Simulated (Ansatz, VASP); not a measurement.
# KTaO3 in VASP and in Ansatz

File INCAR:

```
ALGO     = Normal         # electronic algorithm
EDIFF    = 1E-7           # SCF threshold, eV
ENCUT    = 520            # plane-wave cutoff, eV
GGA      = PE             # functional
ISIF     = 2              # what is computed and relaxed
ISMEAR   = 0              # smearing method
LASPH    = T              # aspherical terms in the spheres
LCHARG   = F              # write CHGCAR
LREAL    = F              # projectors in reciprocal space
LWAVE    = F              # write WAVECAR
NBANDS   = 27             # bands
NELM     = 80             # most SCF steps
PREC     = Accurate       # precision mode
SIGMA    = 0.05           # smearing width, eV
```

The input KPOINTS:

```
k-points
0
Gamma
  8 8 8
```

Contents of POSCAR:

```
KTaO3
1.0
    3.9310716720      0.0000000000      0.0000000000
    0.0000000000      4.1186297142      0.0000000000
    0.0000000000      0.0000000000      4.0248506931
K Ta O
1 1 3
Direct
    0.5000000000      0.5000000000      0.5000000000
    0.0000000000      0.0000000000      0.0000000000
    0.5000000000      0.0000000000      0.0000000000
    0.0000000000      0.5000000000      0.0000000000
    0.0000000000      0.0000000000      0.5000000000
```

Input for Ansatz:

```yaml
crystal:
  lattice:
    - [3.931071672, 0.0, 0.0]
    - [0.0, 4.1186297142, 0.0]
    - [0.0, 0.0, 4.0248506931]
  atoms:
    - { symbol: K, position: [0.5, 0.5, 0.5] }
    - { symbol: Ta, position: [0.0, 0.0, 0.0] }
    - { symbol: O, position: [0.5, 0.0, 0.0] }
    - { symbol: O, position: [0.0, 0.5, 0.0] }
    - { symbol: O, position: [0.0, 0.0, 0.5] }
basis:
  ecutwfc: 520.0
kpoints:
  mp_grid: { grid: [8, 8, 8] }
hamiltonian:
  xc: pbe
scf:
  occupations: { method: gaussian, width: 0.05 }
output:
  forces: true
  stress: true
  eigenvalues: true
```

Change from the starting cell: normal strain along x -0.0233, normal strain along y +0.0233.

Alike in both runs: task single point; functional PBE; k mesh 8 × 8 × 8; occupations gaussian, width 0.05 eV; no spin polarisation.

|  | VASP | Ansatz |
| --- | --- | --- |
| version | VASP 6.6.1 | Ansatz 0.2.0 |
| potentials or method | VASP PAW PBE potentials, release 64 (K_sv, Ta_pv, O), cutoff 520 eV | scalar-relativistic, plane waves, PAW |
| valence electrons in the cell | 38 | 40 |

Ansatz gave:

| Quantity | Value |
| --- | --- |
| gap on the k mesh at the Fermi level (eV) | 2.09 |
| least direct gap on the mesh (eV) | 2.70 |
| pressure (GPa) | 0.6 |
| traceless stress, the component that is largest in VASP (GPa) | 8.26 |

Task: What did VASP give for the same quantities?

Result: gap on the k mesh at the Fermi level (eV): 2.05; least direct gap on the mesh (eV): 2.66; pressure (GPa): 1.2; traceless stress, the component that is largest in VASP (GPa): 8.40.

With one functional, cell and mesh, what is left measures potentials, basis and numerics. VASP's potentials hold 38 valence electrons a cell and Ansatz's 40, so a difference there can come from the potentials and not from the codes.

Neither program's run includes spin-orbit coupling.
